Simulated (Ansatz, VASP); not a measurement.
**Pd in VASP and in Ansatz**

Contents of INCAR:

```
SYSTEM = Pd
  PREC = Accurate
  ENCUT = 520
  EDIFF = 1E-6
  ISMEAR = 0
  SIGMA = 0.15
  LREAL = .False.
  LASPH = .True.
  NELM = 60
  ALGO = Fast
  ISIF = 2
  LWAVE = .False.
  LCHARG = .True.
  GGA = PS
  LELF = .True.
  LVHAR = .True.
  NBANDS = 11
```

Contents of KPOINTS:

```
Automatic mesh
0
Gamma
  20 20 20
  0 0 0
```

The input POSCAR:

```
Pd
1.0
    0.0607781250      1.9449000000      1.9449000000
    1.9449000000      0.0607781250      1.9449000000
    2.0056781250      2.0056781250      0.0000000000
Pd
1
Direct
    0.0000000000      0.0000000000      0.0000000000
```

Input for Ansatz:

```yaml
crystal:
  lattice:
    - [0.060778125, 1.9449, 1.9449]
    - [1.9449, 0.060778125, 1.9449]
    - [2.005678125, 2.005678125, 0.0]
  atoms:
    - { symbol: Pd, position: [0.0, 0.0, 0.0] }
basis:
  ecutwfc: 420
kpoints:
  mp_grid: { grid: [20, 20, 20] }
hamiltonian:
  xc: pbesol
scf:
  occupations: { method: gaussian, width: 0.15 }
output:
  forces: true
  stress: true
  eigenvalues: true
```

Change from the starting cell: strain +0.0625 x Voigt [0, 0, 0, 0, 0, 1], atoms carried along.

Alike in both runs: task single point; functional PBEsol; k mesh 20 × 20 × 20; occupations gaussian, width 0.15 eV; no spin polarisation.

```csv
,VASP,Ansatz
version,VASP 6.6.1,Ansatz 0.2.0
potentials or method,"VASP PAW PBE potentials, release 64 (Pd), cutoff 520 eV","scalar-relativistic, plane waves, PAW"
valence electrons in the cell,10,18
```

Ansatz gave:

* gap on the k mesh at the Fermi level (eV): none
* pressure (GPa): -1.4
* traceless stress, the component that is largest in VASP (GPa): -5.09

**Question.** Which values does VASP return?

**Answer.** gap on the k mesh at the Fermi level (eV): none; pressure (GPa): -1.7; traceless stress, the component that is largest in VASP (GPa): -5.07.

VASP's potentials were made for PBE, not for PBEsol. A gap of «none» marks a metal or a gap that the smearing closes. VASP's potentials hold 10 valence electrons a cell and Ansatz's 18, so a difference there can come from the potentials and not from the codes.
